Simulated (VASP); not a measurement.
**CdSe (rocksalt type): single point with LDA**

Crystal: CdSe (rocksalt type).

```
Cd Se
1.0
     0.00000    2.78161    2.78161
     2.78161    0.00000    2.78161
     2.78161    2.78161    0.00000
Cd Se
1 1
Direct
  0.00000 0.00000 0.00000
  0.50000 0.50000 0.50000
```

```json
{
 "Program": "VASP 6.6.1",
 "Task": "single point",
 "Functional": "LDA",
 "Potentials or basis": "VASP PAW LDA potentials, release 64 (Cd, Se)",
 "Cutoff": "520 eV",
 "k mesh": "12 × 12 × 12",
 "Occupations": "fermi-dirac, width 0.05 eV",
 "Spin": "no spin polarisation"
}
```

```json
{"Pressure": "0.7 GPa", "Band gap on the k mesh": "zero (band 9 reaches 3.10 eV, above the bottom of band 10 at 2.44 eV)"}
```

Levels at points of the mesh, in eV from the Fermi level:
```csv
k point,band 5,band 6,band 7,band 8,band 9,band 10,band 11,band 12,band 13,band 14
"(0.00, 0.00, 0.00)",-8.13,-8.13,-0.80,-0.80,-0.80,0.25,8.69,8.69,8.69,9.97
"(0.50, 0.00, 0.00)",-7.94,-7.94,-5.51,-0.04,-0.04,2.80,5.09,5.09,6.50,11.49
"(0.50, 0.50, 0.00)",-7.87,-7.23,-4.79,-2.47,-2.47,-0.68,5.27,10.23,10.80,10.80
```

It took 39 s on 1 thread of Intel(R) Xeon(R) Platinum 8259CL CPU @ 2.50GHz (Skylake/Cascade Lake), on a shared host, peak memory 0.18 GiB.
